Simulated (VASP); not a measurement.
# LaSb (Fm-3m) in VASP: notebook

LaSb is run at these levels: LDA; tasks: single point.

Everything below comes from runs of VASP 6.6.1. Logs are shortened: lines on timing, memory, paths and dates and some standing lists are left out, and cuts for length are marked.

**1. The cell of the first run**

Symmetry: Fm-3m, No. 225, cubic system. The conventional cell has a = 6.380 Å, b = 6.380 Å, c = 6.380 Å, α = 90.00°, β = 90.00°, γ = 90.00°. Within 4.2 Å of La (site symmetry m-3m) lie 6 Sb at 3.19 Å. Within 4.2 Å of Sb (site symmetry m-3m) lie 6 La at 3.19 Å.

**2. Single point, LDA**

Input file INCAR:

```
SYSTEM = LaSb
PREC = Accurate ; ENCUT = 520
EDIFF = 1E-6 ; ISMEAR = 0
SIGMA = 0.1 ; LREAL = .FALSE.
LASPH = .TRUE. ; NELM = 60
ALGO = Normal ; ISIF = 2
LWAVE = .FALSE. ; LCHARG = .FALSE.
NBANDS = 15
```

Input file KPOINTS:

```
Automatic mesh
0
G
  8 8 8
  0 0 0
```

Input file POSCAR:

```
LaSb
1.0
    0.0000000000      3.1899893727      3.1899893727
    3.1899893727      0.0000000000      3.1899893727
    3.1899893727      3.1899893727      0.0000000000
La Sb
1 1
Direct
    0.0000000000      0.0000000000      0.0000000000
    0.5000000000      0.5000000000      0.5000000000
```

Potentials or basis: VASP PAW LDA potentials, release 64 (La, Sb).

Run with:

```console
> cat potpaw_LDA.64/La/POTCAR potpaw_LDA.64/Sb/POTCAR > POTCAR
> mpirun -np 1 vasp_std > vasp.out
```

OUTCAR:

```text
SYSTEM = LaSb
   PREC = Accurate
   ENCUT = 520
   EDIFF = 1E-6
   ISMEAR = 0
   LREAL = .FALSE.
   LASPH = .TRUE.
   NELM = 60
   ISIF = 2

 ion  position               nearest neighbor table
   1  0.000  0.000  0.000-   2 3.19   2 3.19   2 3.19   2 3.19   2 3.19   2 3.19
   2  0.500  0.500  0.500-   1 3.19   1 3.19   1 3.19   1 3.19   1 3.19   1 3.19

  LATTYP: Found a face centered cubic cell.
 ALAT       =     6.3799787454

  Lattice vectors:

 A1 = (   0.0000000000,   3.1899893727,   3.1899893727)
 A2 = (   3.1899893727,   0.0000000000,   3.1899893727)
 A3 = (   3.1899893727,   3.1899893727,   0.0000000000)

Analysis of symmetry for initial positions (statically):
=====================================================================
 Subroutine PRICEL returns:
 Original cell was already a primitive cell.

 Routine SETGRP: Setting up the symmetry group for a
 face centered cubic supercell.

 Subroutine GETGRP returns: Found 48 space group operations
 (whereof 48 operations were pure point group operations)
 out of a pool of 48 trial point group operations.

The static configuration has the point symmetry O_h .

Analysis of symmetry for dynamics (positions and initial velocities):
=====================================================================
 Subroutine PRICEL returns:
 Original cell was already a primitive cell.

 Routine SETGRP: Setting up the symmetry group for a
 face centered cubic supercell.

 Subroutine GETGRP returns: Found 48 space group operations
 (whereof 48 operations were pure point group operations)
 out of a pool of 48 trial point group operations.

The dynamic configuration has the point symmetry O_h .

 Subroutine INISYM returns: Found 48 space group operations
 (whereof 48 operations are pure point group operations),
 and found     1 'primitive' translations

----------------------------------------------------------------------------------------

                                     Primitive cell

  volume of cell :      64.9229

  direct lattice vectors                    reciprocal lattice vectors
     0.000000000  3.189989373  3.189989373    -0.156740334  0.156740334  0.156740334
     3.189989373  0.000000000  3.189989373     0.156740334 -0.156740334  0.156740334
     3.189989373  3.189989373  0.000000000     0.156740334  0.156740334 -0.156740334

  length of vectors
     4.511326235  4.511326235  4.511326235     0.271482222  0.271482222  0.271482222

  position of ions in fractional coordinates (direct lattice)
     0.000000000  0.000000000  0.000000000
     0.500000000  0.500000000  0.500000000

  ion indices of the primitive-cell ions
   primitive index   ion index
                 1           1
                 2           2

----------------------------------------------------------------------------------------

 KPOINTS: Automatic mesh

Automatic generation of k-mesh.
 Grid dimensions read from file:
 generate k-points for:    8    8    8

 Generating k-lattice:

  Cartesian coordinates                     Fractional coordinates (reciprocal lattice)
    -0.019592542  0.019592542  0.019592542     0.125000000  0.000000000  0.000000000
     0.019592542 -0.019592542  0.019592542     0.000000000  0.125000000  0.000000000
     0.019592542  0.019592542 -0.019592542     0.000000000  0.000000000  0.125000000

  Length of vectors
     0.033935278  0.033935278  0.033935278

  Shift w.r.t. Gamma in fractional coordinates (k-lattice)
     0.000000000  0.000000000  0.000000000

 Subroutine IBZKPT returns following result:
 ===========================================

 Found     29 irreducible k-points:

 Following reciprocal coordinates:
            Coordinates               Weight
  0.000000  0.000000  0.000000      1.000000
  0.125000  0.000000  0.000000      8.000000
  0.250000  0.000000  0.000000      8.000000
  0.375000  0.000000  0.000000      8.000000
  0.500000  0.000000  0.000000      4.000000
  0.125000  0.125000  0.000000      6.000000
[... 16 lines left out ...]
  0.500000  0.250000  0.125000     48.000000
 -0.375000  0.250000  0.125000     24.000000
 [... further k-points ...]
   k-points           NKPTS =     29   k-points in BZ     NKDIM =     29   number of bands    NBANDS=     15
   number of dos      NEDOS =    301   number of ions     NIONS =      2
   total plane-waves  NPLWV =  46656
   dimension x,y,z NGX =    36 NGY =   36 NGZ =   36
   dimension x,y,z NGXF=    72 NGYF=   72 NGZF=   72
   ions per type =               1   1
   NGX,Y,Z   is equivalent  to a cutoff of  13.27, 13.27, 13.27 a.u.
   NGXF,Y,Z  is equivalent  to a cutoff of  26.53, 26.53, 26.53 a.u.
 SYSTEM =  LaSb
   PREC   = accura    normal or accurate (medium, high low for compatibility)
   ISTART =      0    job   : 0-new  1-cont  2-samecut
   ICHARG =      2    charge: 1-file 2-atom 10-const
   ISPIN  =      1    spin polarized calculation?
   LNONCOLLINEAR =      F non collinear calculations
   LSORBIT =      F    spin-orbit coupling
   LASPH  =      T    aspherical Exc in radial PAW
   ENCUT  =  520.0 eV  38.22 Ry    6.18 a.u.   8.39  8.39  8.39*2*pi/ulx,y,z
   NELM   =     60;   NELMIN=  2; NELMDL= -5     # of ELM steps
   EDIFF  = 0.1E-05   stopping-criterion for ELM
   LREAL  =      F    real-space projection
   EDIFFG = 0.1E-04   stopping-criterion for IOM
   NSW    =      0    number of steps for IOM
   IBRION =     -1    ionic relax: 0-MD 1-quasi-New 2-CG
   NFREE  =      0    steps in history (QN), initial steepest desc. (CG)
   ISIF   =      2    stress and relaxation
   ISYM   =      2    0-nonsym 1-usesym 2-fastsym
   POTIM  = 0.5000    time-step for ionic-motion
   TEBEG  =    0.0;   TEEND  =   0.0 temperature during run
   PSTRESS=    0.0 pullay stress
   NELECT =      16.0000    total number of electrons
   NUPDOWN=      -1.0000    fix difference up-down
   EMIN   =  10.00;   EMAX   =-10.00  energy-range for DOS
   EFERMI =   0.00;   METHOD = LEGACY
   ISMEAR =     0;   SIGMA  =   0.10  broadening in eV -4-tet -1-fermi 0-gaus
   EFERMI_NEDOS =   21; number of points for ismear=-14 and -15
   IALGO  =     38    algorithm
   IMIX   =      4    mixing-type and parameters
     AMIX     =   0.40;   BMIX     =  1.00
     AMIX_MAG =   1.60;   BMIX_MAG =  1.00
  volume/ion in A,a.u.               =      32.46       219.06
  Fermi-wavevector in a.u.,A,eV,Ry     =   1.026398  1.939610 14.333627  1.053492
  Thomas-Fermi vector in A             =   2.160288
   LORBIT       =      0    0 simple, 1 ext, 2 COOP (PROOUT), +10 PAW based schemes
   GGA     = CA    functional components
   LHFCALC =     F    Hartree Fock is set to
   AEXX    =    0.0000 exact exchange contribution
   IVDW    =     0    specifies the selected vdW correction
   LEPSILON=     F    determine dielectric tensor
   LRPA    =     F    only Hartree local field effects (RPA)
 non-spin polarized calculation
 Gauss-broadening in eV      SIGMA  =   0.10
  energy-cutoff  :      520.00
  volume of cell :       64.92
 maximum number of plane-waves:      1807
 NGX is ok and might be reduce to    36
   NGX = 17   NGY = 17   NGZ = 17

 number of electron      16.0000000 magnetization

 Free energy of the ion-electron system (eV)
  ---------------------------------------------------
  ext. energy  EPLUGINS =         0.00000000
  ---------------------------------------------------
  free energy    TOTEN  =       -12.90866319 eV

  energy without entropy =      -12.90712153  energy(sigma->0) =      -12.90789236

 E-fermi :   6.9497     XC(G=0):  -9.8231

 val. band max:        6.9450483810   @ k =   0.1250   0.1250   0.0000
 cond. band min:       7.2478764788   @ k =   0.0000   0.0000   0.0000
 fundamental gap:      0.3028280978
 Fermi energy:         6.9497494610

 k-point     1 :       0.0000    0.0000    0.0000
  band No.  band energies     occupation
      1     -25.1986      2.00000
      2      -8.8686      2.00000
      3      -8.8686      2.00000
      4      -8.8686      2.00000
      5      -2.0647      2.00000
      6       7.2479      0.00002
      7       7.2479      0.00002
      8       7.2479      0.00002
      9       8.2733      0.00000
     10       8.2733      0.00000
     11       8.2733      0.00000
     12       8.9768      0.00000
     13       9.0892      0.00000
     14       9.0892      0.00000
     15       9.4051      0.00000

 k-point     2 :       0.1250    0.0000    0.0000
  band No.  band energies     occupation
      1     -25.1949      2.00000
      2      -8.9384      2.00000
      3      -8.8707      2.00000
      4      -8.8707      2.00000
      5      -1.8750      2.00000
      6       6.4379      2.00000
      7       6.7405      1.99692
      8       6.7405      1.99692
      9       8.3319      0.00000
     10       8.4597      0.00000
     11       8.4597      0.00000
     12       9.1359      0.00000
     13       9.2146      0.00000
     14       9.2146      0.00000
     15       9.4070      0.00000

 k-point     3 :       0.2500    0.0000    0.0000
  band No.  band energies     occupation
      1     -25.1862      2.00000
      2      -9.0980      2.00000
      3      -8.8757      2.00000
      4      -8.8757      2.00000
      5      -1.3895      2.00000
      6       5.1415      2.00000
      7       5.9946      2.00000
      8       5.9946      2.00000
      9       8.4329      0.00000
     10       8.8173      0.00000
     11       8.8173      0.00000
     12       9.2823      0.00000
     13       9.2823      0.00000
     14       9.2963      0.00000
     15       9.4115      0.00000
[... 343 lines left out ...]
 k-point    23 :       0.5000    0.2500    0.1250
  band No.  band energies     occupation
      1     -25.1722      2.00000
      2      -9.1918      2.00000
      3      -8.9822      2.00000
      4      -8.9085      2.00000
      5      -0.9752      2.00000
      6       4.4061      2.00000
      7       5.5490      2.00000
      8       5.8060      2.00000
      9       8.4421      0.00000
     10       9.0800      0.00000
     11       9.1140      0.00000
     12       9.2348      0.00000
     13       9.2995      0.00000
     14       9.3558      0.00000
     15       9.4041      0.00000

 k-point    24 :      -0.3750    0.2500    0.1250
  band No.  band energies     occupation
      1     -25.1692      2.00000
      2      -9.2248      2.00000
      3      -8.9860      2.00000
      4      -8.9209      2.00000
      5      -0.8647      2.00000
      6       4.2989      2.00000
      7       5.5133      2.00000
      8       5.5704      2.00000
      9       8.7843      0.00000
     10       8.9060      0.00000
     11       9.1405      0.00000
     12       9.2551      0.00000
     13       9.3019      0.00000
     14       9.3658      0.00000
     15       9.3948      0.00000

 [... further k-points ...]
[... 5 lines left out ...]
  --------------------------------------------------------------------------------------
  -------------------------------------------------------------------------------------
  Total        0.2720222      0.2720222      0.2720222     -0.0000000      0.0000000     -0.0000000
  in kB        6.7130098      6.7130098      6.7130098     -0.0000000      0.0000000     -0.0000000
  external PRESSURE =       6.7130098 kB  Pullay stress =       0.0000000 kB

 VOLUME and BASIS-vectors are now :
 -----------------------------------------------------------------------------
  energy-cutoff  :      520.00
  volume of cell :       64.92
      direct lattice vectors                 reciprocal lattice vectors
     0.000000000  3.189989373  3.189989373    -0.156740334  0.156740334  0.156740334
     3.189989373  0.000000000  3.189989373     0.156740334 -0.156740334  0.156740334
     3.189989373  3.189989373  0.000000000     0.156740334  0.156740334 -0.156740334

 POSITION                                       TOTAL-FORCE (eV/Angst)
 -----------------------------------------------------------------------------------
      0.00000      0.00000      0.00000         0.000000      0.000000     -0.000000
      3.18999      3.18999      3.18999         0.000000      0.000000      0.000000
 -----------------------------------------------------------------------------------
    total drift:                               -0.000000      0.000000      0.000000

  FREE ENERGIE OF THE ION-ELECTRON SYSTEM (eV)
  ---------------------------------------------------
  free  energy   TOTEN  =       -12.9086631917 eV

  energy  without entropy=      -12.9071215261  energy(sigma->0) =      -12.90789236
```

Wall time 50 s (1 thread of AMD EPYC 7R13, shared host); peak memory 0.17 GiB.

Results:

```yaml
Free_energy: -12.9087 eV
Pressure: 0.7 GPa
Band_gap_on_the_k_mesh: zero (bands 8 and 9 overlap by 0.44 eV)
```

Caveat: spin-orbit coupling is left out, which moves the levels of the heavy elements.

(Continued in part 2 of 2.)
